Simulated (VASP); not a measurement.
Crystal: PtS2.

```xyz
3
Lattice="3.5526 0.0000 0.0000 -1.7763 3.0767 0.0000 0.0000 0.0000 5.1228" Properties=species:S:1:pos:R:3 pbc="T T T"
Pt    0.0000    0.0000    0.0000
S     0.0000    2.0511    1.2257
S     1.7763    1.0256    3.8972
```

Base run:

| Property | Result |
| --- | --- |
| Program | VASP 6.6.1 |
| Functional | r2SCAN |
| Potentials or basis | VASP PAW PBE potentials, release 64 (Pt, S) |
| Cutoff | 550 eV |
| k mesh | 12 × 12 × 6 |
| Occupations | gaussian, width 0.01 eV |
| Spin | no spin polarisation |

Its results: band gap on the k mesh 0.87 eV (least direct gap 1.14 eV); pressure 1.2 GPa; largest force 0.049 eV/Å.

Question: After a change of settings the same cell gave: band gap on the k mesh 0.60 eV (least direct gap 0.88 eV); pressure -4.1 GPa; largest force 0.339 eV/Å. Which change was it?
A. functional from r2SCAN to PBE; cutoff from 550 eV to 500 eV; occupations from gaussian, width 0.01 eV to fermi-dirac, width 0.02 eV
B. functional from r2SCAN to LDA; potentials or basis from VASP PAW PBE potentials, release 64 (Pt, S) to VASP PAW LDA potentials, release 64 (Pt, S); cutoff from 550 eV to 500 eV
C. functional from r2SCAN to PBE0; cutoff from 550 eV to 400 eV; k mesh from 12 × 12 × 6 to 6 × 6 × 4

Answer: B.

Caveats: spin-orbit coupling is left out, which moves the levels of the heavy elements; the PAW data sets were made with another functional, which shifts forces and pressure a little (at least some runs); the cell stands under tension (at least some runs).
